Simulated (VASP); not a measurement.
Wanted: the native input for a VASP 6.6.1 run.

| Item | Value |
| --- | --- |
| Task | single point |
| Functional | PBE |
| Potentials or basis | VASP PAW PBE potentials, release 64 (P) |
| Cutoff | 520 eV |
| k mesh | 10 × 10 × 10 |
| Occupations | tetrahedron |
| Spin | no spin polarisation |
| Dipole correction | no |
| Further INCAR settings | ALGO = Normal; EDIFF = 1e-06; NBANDS = 12 |

The structure of P lies in POSCAR:

```
P
1.0
    0.0000000000      2.6566464230      2.6566464230
    2.6566464230      0.0000000000      2.6566464230
    2.6566464230      2.6566464230      0.0000000000
P
2
Direct
   -0.2825000000     -0.0725000000     -0.0725000000
    0.2825000000      0.0725000000      0.0725000000
```

One way to write it, as run:

INCAR

```
SYSTEM = P
ALGO = Normal
EDIFF = 1E-6
ENCUT = 520
GGA = PE
ISIF = 2
ISMEAR = -5
LASPH = .True.
LCHARG = .False.
LREAL = .False.
LWAVE = .False.
NBANDS = 12
NELM = 100
PREC = Accurate
SIGMA = 0.1
```

KPOINTS

```
k-points
0
Gamma
  10 10 10
  0 0 0
```

Potentials or basis: VASP PAW PBE potentials, release 64 (P).

Run with:

```console
$ cat potpaw_PBE.64/P/POTCAR > POTCAR
$ mpirun -np 1 vasp_std > vasp.out
```

Results of the run:

| Property | Result |
| --- | --- |
| Pressure | 160.8 GPa |
| Largest force | 81.009 eV/Å |
| Band gap on the k mesh | zero (bands 5 and 6 overlap by 1.20 eV) |

Caveat: atoms lie so close that the PAW spheres overlap strongly, which falsifies energies and pressures; the cell stands under pressure; forces of over 1 eV/Å act on the atoms, so gaps and moduli don't describe the material at rest; tetrahedron occupations give inexact forces and stress in metals.

Run time: 57 s on 1 thread of AMD EPYC 7R13, on a shared host, peak memory 0.14 GiB.
